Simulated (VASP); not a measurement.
A run of VASP 6.6.1:

The input POSCAR:

```
Si7Ge
1.0
    5.4679684304      0.0000000000      0.0000000000
    0.0000000000      5.4679684304      0.0000000000
    0.0000000000      0.0000000000      5.4679684304
Si Ge
7 1
Direct
    0.2636300261      0.2636300261      0.2300322223
    0.0000000000      0.5000000000      0.5000000000
    0.5000000000      0.5000000000      0.0000000000
    0.5000000000      0.0000000000      0.5000000000
    0.7363699739      0.2636300261      0.7699677777
    0.7363699739      0.7363699739      0.2300322223
    0.2636300261      0.7363699739      0.7699677777
    0.0000000000      0.0000000000      0.0000000000
```

File INCAR.step1:

```
SYSTEM = Si7Ge
ALGO = Normal
EDIFF = 1E-4
ENCUT = 520
GGA = PE
ISMEAR = 0
LASPH = .True.
LCHARG = .False.
LREAL = .False.
LWAVE = .True.
NBANDS = 31
NELM = 80
PREC = Accurate
SIGMA = 0.05
```

INCAR.step2

```
SYSTEM = Si7Ge
ALGO = Normal
EDIFF = 1E-6
ENCUT = 520
ISIF = 2
ISMEAR = 0
ISTART = 1
LASPH = .True.
LCHARG = .False.
LMIXTAU = .True.
LREAL = .False.
LWAVE = .False.
METAGGA = R2SCAN
NBANDS = 31
NELM = 80
PREC = Accurate
SIGMA = 0.05
```

Contents of KPOINTS:

```
k-points
0
Gamma
  6 6 6
  0 0 0
```

Potentials or basis: VASP PAW PBE potentials, release 64 (Si, Ge_d).

Run with:

```sh
$ cat potpaw_PBE.64/Si/POTCAR potpaw_PBE.64/Ge_d/POTCAR > POTCAR
$ cp INCAR.step1 INCAR
$ mpirun -np 1 vasp_std > vasp.out
$ cp INCAR.step2 INCAR
$ mpirun -np 1 vasp_std > vasp.out
```

Hardware: 1 thread of AMD EPYC 7571 (shared host).

**Question.** How long does it take, and how much memory?

**Answer.** Run time: 35 min on 1 thread of AMD EPYC 7571, on a shared host, peak memory 0.35 GiB. Counts: k points 40.
